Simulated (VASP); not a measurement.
# ZrS (I4/mmm) in VASP: notebook, part 2 of 2

VASP 6.6.1. The steps go on from the part before.

## Step 5: Single point, PBEsol (strain +0.015 along x and y, +0.030 along z)

File INCAR:

```
PREC     = Accurate       # precision mode
ENCUT    = 520            # plane-wave cutoff, eV
EDIFF    = 1E-6           # SCF threshold, eV
ISMEAR   = 0              # smearing method
SIGMA    = 0.15           # smearing width, eV
LREAL    = False          # projectors in reciprocal space
LASPH    = True           # aspherical terms in the spheres
NELM     = 100            # most SCF steps
ALGO     = Normal         # electronic algorithm
ISIF     = 2              # what is computed and relaxed
LWAVE    = False          # write WAVECAR
LCHARG   = False          # write CHGCAR
GGA      = PS             # functional
NBANDS   = 16             # bands
```

File KPOINTS:

```
regular mesh
0
Gamma
  16 16 16
```

File POSCAR:

```
ZrS
1.0
    0.0000000000      2.6643750000      2.7037500000
    2.6643750000      0.0000000000      2.7037500000
    2.6643750000      2.6643750000      0.0000000000
Zr S
1 1
Direct
    0.0000000000      0.0000000000      0.0000000000
    0.5000000000      0.5000000000      0.5000000000
```

Potentials or basis: VASP PAW PBE potentials, release 64 (Zr_sv, S).

Launch:

```bash
$ cat potpaw_PBE.64/Zr_sv/POTCAR potpaw_PBE.64/S/POTCAR > POTCAR
$ mpirun -np 1 vasp_std > vasp.out
```

OUTCAR:

```text
PREC = Accurate
   ENCUT = 520
   EDIFF = 1E-6
   ISMEAR = 0
   LREAL = False
   LASPH = True
   NELM = 100
   ISIF = 2
   GGA = PS

 ion  position               nearest neighbor table
   1  0.000  0.000  0.000-   2 2.66   2 2.66   2 2.66   2 2.66   2 2.70   2 2.70
   2  0.500  0.500  0.500-   1 2.66   1 2.66   1 2.66   1 2.66   1 2.70   1 2.70

  LATTYP: Found a body centered tetragonal cell.
 ALAT       =     3.7679952602
 C/A-ratio  =     1.4351132702

  Lattice vectors:

 A1 = (  -2.6643750000,   0.0000000000,   2.7037500000)
 A2 = (   2.6643750000,   0.0000000000,   2.7037500000)
 A3 = (   0.0000000000,   2.6643750000,  -2.7037500000)

Analysis of symmetry for initial positions (statically):
=====================================================================
 Subroutine PRICEL returns:
 Original cell was already a primitive cell.

 Routine SETGRP: Setting up the symmetry group for a
 body centered tetragonal supercell.

 Subroutine GETGRP returns: Found 16 space group operations
 (whereof 16 operations were pure point group operations)
 out of a pool of 16 trial point group operations.

The static configuration has the point symmetry D_4h.

Analysis of symmetry for dynamics (positions and initial velocities):
=====================================================================
 Subroutine PRICEL returns:
 Original cell was already a primitive cell.

 Routine SETGRP: Setting up the symmetry group for a
 body centered tetragonal supercell.

 Subroutine GETGRP returns: Found 16 space group operations
 (whereof 16 operations were pure point group operations)
 out of a pool of 16 trial point group operations.

The dynamic configuration has the point symmetry D_4h.

 Subroutine INISYM returns: Found 16 space group operations
 (whereof 16 operations are pure point group operations),
 and found     1 'primitive' translations

----------------------------------------------------------------------------------------

                                     Primitive cell

  volume of cell :      38.3873

  direct lattice vectors                    reciprocal lattice vectors
     0.000000000  2.664375000  2.703750000    -0.187661271  0.187661271  0.184928340
     2.664375000  0.000000000  2.703750000     0.187661271 -0.187661271  0.184928340
     2.664375000  2.664375000  0.000000000     0.187661271  0.187661271 -0.184928340

  length of vectors
     3.795939700  3.795939700  3.767995260     0.323468695  0.323468695  0.323468695

  position of ions in fractional coordinates (direct lattice)
     0.000000000  0.000000000  0.000000000
     0.500000000  0.500000000  0.500000000

  ion indices of the primitive-cell ions
   primitive index   ion index
                 1           1
                 2           2

----------------------------------------------------------------------------------------

 KPOINTS: regular mesh

Automatic generation of k-mesh.
 Grid dimensions read from file:
 generate k-points for:   16   16   16

 Generating k-lattice:

  Cartesian coordinates                     Fractional coordinates (reciprocal lattice)
    -0.011728829  0.011728829  0.011558021     0.062500000  0.000000000  0.000000000
     0.011728829 -0.011728829  0.011558021     0.000000000  0.062500000  0.000000000
     0.011728829  0.011728829 -0.011558021     0.000000000  0.000000000  0.062500000

  Length of vectors
     0.020216793  0.020216793  0.020216793

  Shift w.r.t. Gamma in fractional coordinates (k-lattice)
     0.000000000  0.000000000  0.000000000

 Subroutine IBZKPT returns following result:
 ===========================================

 Found    349 irreducible k-points:

 Following reciprocal coordinates:
            Coordinates               Weight
  0.000000  0.000000  0.000000      1.000000
  0.062500 -0.000000  0.000000      8.000000
  0.125000 -0.000000  0.000000      8.000000
  0.187500  0.000000  0.000000      8.000000
  0.250000 -0.000000  0.000000      8.000000
  0.312500 -0.000000  0.000000      8.000000
[... 16 lines left out ...]
 -0.125000  0.062500  0.000000      8.000000
 -0.062500  0.062500  0.000000      4.000000
 [... further k-points ...]
   k-points           NKPTS =    349   k-points in BZ     NKDIM =    349   number of bands    NBANDS=     16
   number of dos      NEDOS =    301   number of ions     NIONS =      2
   total plane-waves  NPLWV =  21952
   dimension x,y,z NGX =    28 NGY =   28 NGZ =   28
   dimension x,y,z NGXF=    56 NGYF=   56 NGZF=   56
   ions per type =               1   1
   NGX,Y,Z   is equivalent  to a cutoff of  12.26, 12.26, 12.35 a.u.
   NGXF,Y,Z  is equivalent  to a cutoff of  24.53, 24.53, 24.71 a.u.
 SYSTEM =  unknown system
   PREC   = accura    normal or accurate (medium, high low for compatibility)
   ISTART =      0    job   : 0-new  1-cont  2-samecut
   ICHARG =      2    charge: 1-file 2-atom 10-const
   ISPIN  =      1    spin polarized calculation?
   LNONCOLLINEAR =      F non collinear calculations
   LSORBIT =      F    spin-orbit coupling
   LASPH  =      T    aspherical Exc in radial PAW
   ENCUT  =  520.0 eV  38.22 Ry    6.18 a.u.   7.06  7.06  7.01*2*pi/ulx,y,z
   NELM   =    100;   NELMIN=  2; NELMDL= -5     # of ELM steps
   EDIFF  = 0.1E-05   stopping-criterion for ELM
   LREAL  =      F    real-space projection
   EDIFFG = 0.1E-04   stopping-criterion for IOM
   NSW    =      0    number of steps for IOM
   IBRION =     -1    ionic relax: 0-MD 1-quasi-New 2-CG
   NFREE  =      0    steps in history (QN), initial steepest desc. (CG)
   ISIF   =      2    stress and relaxation
   ISYM   =      2    0-nonsym 1-usesym 2-fastsym
   POTIM  = 0.5000    time-step for ionic-motion
   TEBEG  =    0.0;   TEEND  =   0.0 temperature during run
   PSTRESS=    0.0 pullay stress
   NELECT =      18.0000    total number of electrons
   NUPDOWN=      -1.0000    fix difference up-down
   EMIN   =  10.00;   EMAX   =-10.00  energy-range for DOS
   EFERMI =   0.00;   METHOD = LEGACY
   ISMEAR =     0;   SIGMA  =   0.15  broadening in eV -4-tet -1-fermi 0-gaus
   EFERMI_NEDOS =   21; number of points for ismear=-14 and -15
   IALGO  =     38    algorithm
   IMIX   =      4    mixing-type and parameters
     AMIX     =   0.40;   BMIX     =  1.00
     AMIX_MAG =   1.60;   BMIX_MAG =  1.00
  volume/ion in A,a.u.               =      19.19       129.53
  Fermi-wavevector in a.u.,A,eV,Ry     =   1.271852  2.403452 22.008888  1.617608
  Thomas-Fermi vector in A             =   2.404762
   LORBIT       =      0    0 simple, 1 ext, 2 COOP (PROOUT), +10 PAW based schemes
   GGA     = PS    functional components
   LHFCALC =     F    Hartree Fock is set to
   AEXX    =    0.0000 exact exchange contribution
   IVDW    =     0    specifies the selected vdW correction
   LEPSILON=     F    determine dielectric tensor
   LRPA    =     F    only Hartree local field effects (RPA)
 non-spin polarized calculation
 Gauss-broadening in eV      SIGMA  =   0.15
  energy-cutoff  :      520.00
  volume of cell :       38.39
 maximum number of plane-waves:      1049
   NGX = 15   NGY = 15   NGZ = 13

 number of electron      18.0000001 magnetization

 Free energy of the ion-electron system (eV)
  ---------------------------------------------------
  ext. energy  EPLUGINS =         0.00000000
  ---------------------------------------------------
  free energy    TOTEN  =       -16.35426234 eV

  energy without entropy =      -16.33847295  energy(sigma->0) =      -16.34636764

 E-fermi :   9.8870     XC(G=0): -11.1776

 val. band max:        9.8806328362   @ k =   0.5000   0.1875   0.1250
 cond. band min:       9.8876892399   @ k =   0.3125   0.0625   0.1250
 fundamental gap:      0.0070564037
 Fermi energy:         9.8870470448

 k-point     1 :       0.0000    0.0000    0.0000
  band No.  band energies     occupation
      1     -40.1334      2.00000
      2     -18.1247      2.00000
      3     -18.1247      2.00000
      4     -18.1193      2.00000
      5      -5.6606      2.00000
      6       6.3789      2.00000
[... 8 lines left out ...]
     15      16.9904      0.00000
     16      21.6548      0.00000
[... 419 lines left out ...]
 k-point    24 :      -0.0625    0.0625    0.0000
  band No.  band energies     occupation
      1     -40.1315      2.00000
      2     -18.1514      2.00000
      3     -18.1257      2.00000
      4     -18.1250      2.00000
      5      -5.5428      2.00000
      6       5.6357      2.00000
[... 8 lines left out ...]
     15      17.3727      0.00000
     16      20.8437      0.00000

 [... further k-points ...]
[... 5 lines left out ...]
  --------------------------------------------------------------------------------------
  -------------------------------------------------------------------------------------
  Total       -2.7708056     -2.7708056     -3.3140250      0.0000000      0.0000000      0.0000000
  in kB     -115.6456777   -115.6456777   -138.3181375      0.0000000      0.0000000      0.0000000
  external PRESSURE =    -123.2031643 kB  Pullay stress =       0.0000000 kB

 VOLUME and BASIS-vectors are now :
 -----------------------------------------------------------------------------
  energy-cutoff  :      520.00
  volume of cell :       38.39
      direct lattice vectors                 reciprocal lattice vectors
     0.000000000  2.664375000  2.703750000    -0.187661271  0.187661271  0.184928340
     2.664375000  0.000000000  2.703750000     0.187661271 -0.187661271  0.184928340
     2.664375000  2.664375000  0.000000000     0.187661271  0.187661271 -0.184928340

 POSITION                                       TOTAL-FORCE (eV/Angst)
 -----------------------------------------------------------------------------------
      0.00000      0.00000      0.00000         0.000000     -0.000000     -0.000000
      2.66438      2.66438      2.70375         0.000000      0.000000      0.000000
 -----------------------------------------------------------------------------------
    total drift:                                0.000000      0.000000      0.000000

  FREE ENERGIE OF THE ION-ELECTRON SYSTEM (eV)
  ---------------------------------------------------
  free  energy   TOTEN  =       -16.3542623372 eV

  energy  without entropy=      -16.3384729526  energy(sigma->0) =      -16.34636764
```

It took 2 min on 1 thread of AMD EPYC 9R45 (Zen 5), shared host; peak memory 0.29 GiB.

What came out:

```yaml
Free_energy: -16.3543 eV
Pressure: -12.3 GPa
Band_gap_on_the_k_mesh: zero (band 9 reaches 11.19 eV, above the bottom of band 10 at 8.69 eV)
```

Caveat: the cell differs from its parent crystal (strain +0.015 along x and y, +0.030 along z); the PAW data sets were made with another functional, which shifts forces and pressure a little.

## Step 6: Single point, PBEsol (strain +0.030 along x and y, +0.015 along z)

File INCAR:

```
SYSTEM = ZrS
PREC = Accurate
ENCUT = 520
EDIFF = 1E-6
ISMEAR = 0
SIGMA = 0.15
LREAL = .False.
LASPH = .True.
NELM = 100
ALGO = Normal
ISIF = 2
LWAVE = .False.
LCHARG = .False.
GGA = PS
NBANDS = 16
```

File KPOINTS:

```
regular mesh
0
Gamma
  16 16 16
  0 0 0
```

File POSCAR:

```
ZrS
1.0
    0.0000000000      2.7037500000      2.6643750000
    2.7037500000      0.0000000000      2.6643750000
    2.7037500000      2.7037500000      0.0000000000
Zr S
1 1
Direct
    0.0000000000      0.0000000000      0.0000000000
    0.5000000000      0.5000000000      0.5000000000
```

Potentials or basis: VASP PAW PBE potentials, release 64 (Zr_sv, S).

Launch:

```bash
$ cat potpaw_PBE.64/Zr_sv/POTCAR potpaw_PBE.64/S/POTCAR > POTCAR
$ mpirun -np 1 vasp_std > vasp.out
```

Wall time 2 min (1 thread of AMD EPYC 9R45 (Zen 5), shared host); peak memory 0.29 GiB.

Results (log left out):

- Free energy: -16.3084 eV
- Pressure: -13.6 GPa
- Band gap on the k mesh: zero (band 9 reaches 10.98 eV, above the bottom of band 10 at 8.46 eV)

Stress tensor (GPa, compression positive):
```
-14.34   0.00   0.00
  0.00 -14.34   0.00
  0.00   0.00 -12.02
```

Levels at points of the mesh, in eV from the Fermi level:
```tsv
k point	band 5	band 6	band 7	band 8	band 9	band 10	band 11	band 12	band 13	band 14
(0.00, 0.00, 0.00)	-15.48	-3.49	-3.49	-3.47	-1.26	-1.26	-1.12	-0.63	-0.59	1.23
(0.50, 0.00, 0.00)	-14.17	-7.65	-5.68	-5.67	1.26	1.32	1.53	1.81	4.87	5.08
(0.50, 0.50, 0.00)	-14.68	-6.05	-4.44	-4.44	-3.12	0.51	2.09	2.09	2.46	2.70
(0.50, 0.00, 0.50)	-14.70	-6.13	-4.38	-4.37	-3.13	0.44	2.05	2.14	2.47	2.69
```

Caveat: the cell differs from its parent crystal (strain +0.030 along x and y, +0.015 along z); the PAW data sets were made with another functional, which shifts forces and pressure a little.

## Step 7: Overview

```csv
cell,gap on the mesh (eV),pressure (GPa)
"a = 3.768, b = 3.768, c = 3.712 Å, angles 60.5, 60.5, 59.0°, 2 atoms",none,-9.3
"a = 3.740, b = 3.740, c = 3.768 Å, angles 59.8, 59.8, 60.5°, 2 atoms",none,-9.5
"a = 3.768, b = 3.768, c = 3.824 Å, angles 59.5, 59.5, 61.0°, 2 atoms",none,-12.1
"a = 3.796, b = 3.796, c = 3.768 Å, angles 60.2, 60.2, 59.5°, 2 atoms",none,-12.3
"a = 3.796, b = 3.796, c = 3.824 Å, angles 59.8, 59.8, 60.5°, 2 atoms",none,-13.6
```

Alike in all rows: task single point; level PBEsol; potentials or basis VASP PAW PBE potentials, release 64 (Zr_sv, S); no spin polarisation; k mesh 16 × 16 × 16; cutoff (eV) 520; smearing gaussian 0.15 eV.

Caveats: the PAW data sets were made with another functional, which shifts forces and pressure a little.

Absolute energies hang on the potentials; compare differences alone.
